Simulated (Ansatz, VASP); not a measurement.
## One calculation of Li2O, two programs

File POSCAR:

```
Li2O
1.0
    0.0000000000      2.2853775200      2.2853775200
    2.2853775200      0.0000000000      2.2853775200
    2.2853775200      2.2853775200      0.0000000000
Li O
2 1
Direct
    0.2500000000      0.2500000000      0.2500000000
    0.7500000000      0.7500000000      0.7500000000
    0.0000000000      0.0000000000      0.0000000000
```

File INCAR.step1:

```
SYSTEM = Li2O
PREC = Accurate
ENCUT = 650
EDIFF = 1E-5
ISMEAR = -1
SIGMA = 0.02
LREAL = .FALSE.
LASPH = .TRUE.
NELM = 120
ALGO = Normal
ISIF = 2
LWAVE = .TRUE.
LCHARG = .FALSE.
GGA = PE
NBANDS = 13
GGA_COMPAT = .FALSE.
KPAR = 4
```

INCAR.step2

```
SYSTEM = Li2O
PREC = Accurate
ENCUT = 650
EDIFF = 1E-6
ISMEAR = -1
SIGMA = 0.02
LREAL = .FALSE.
LASPH = .TRUE.
NELM = 120
ALGO = Normal
ISIF = 2
LWAVE = .FALSE.
LCHARG = .FALSE.
GGA = PE
LHFCALC = .TRUE.
HFSCREEN = 0.2079
PRECFOCK = Normal
ISTART = 1
NBANDS = 13
GGA_COMPAT = .FALSE.
KPAR = 4
```

Contents of KPOINTS:

```
Automatic mesh
0
G
  8 8 8
  0 0 0
```

Input for Ansatz:

```yaml
crystal:
  lattice:
    - [0.0, 2.28537752, 2.28537752]
    - [2.28537752, 0.0, 2.28537752]
    - [2.28537752, 2.28537752, 0.0]
  atoms:
    - { symbol: Li, position: [0.25, 0.25, 0.25] }
    - { symbol: Li, position: [0.75, 0.75, 0.75] }
    - { symbol: O, position: [0.0, 0.0, 0.0] }
  symmetry: { tolerance: 0.0003 }
hamiltonian:
  xc: hse06
  pseudopotentials: { kind: paw, azcp: { folder: soft_1 } }
basis:
  ecutwfc: 420
magnetization:
  spin_polarized: false
scf:
  occupations: { method: fermi_dirac, width: 0.02 }
kpoints:
  mp_grid: { grid: [8, 8, 8], shift: [0, 0, 0] }
  band_path:
    path:
      - [0.0, 0.0, 0.0]
      - [0.5, 0.0, 0.5]
      - [0.625, 0.25, 0.625]
      - [0.375, 0.375, 0.75]
      - [0.0, 0.0, 0.0]
      - [0.5, 0.5, 0.5]
      - [0.5, 0.25, 0.75]
      - [0.5, 0.0, 0.5]
    npoints: 1
output:
  forces: true
  stress: true
  eigenvalues: true
  bader: true
  populations: true
  elf: true
  write_potential: true
  write_density: true
  volumetric_format: npy
  dos:
    e_range: [-12, 8]
    de: 0.05
    projected: { site_lists: { Li: [Li], O: [O] } }
```

Alike in both runs: task single point; functional HSE06; k mesh 8 × 8 × 8; occupations fermi-dirac, width 0.02 eV; no spin polarisation.

|  | VASP | Ansatz |
| --- | --- | --- |
| version | VASP 6.6.1 | Ansatz 0.2.0 |
| potentials or method | VASP PAW PBE potentials, release 64 (Li_sv, O), cutoff 650 eV | PAW plane waves |
| valence electrons in the cell | 12 | 12 |

Ansatz gave:

| Property | Result |
| --- | --- |
| gap on the k mesh at the Fermi level (eV) | 6.66 |
| pressure (GPa) | -0.3 |

**Question.** Estimate VASP's values.

**Answer.** gap on the k mesh at the Fermi level (eV): 6.64; pressure (GPa): -0.7.

Ansatz's warnings: stress exchange threshold loose, stress scf threshold loose.
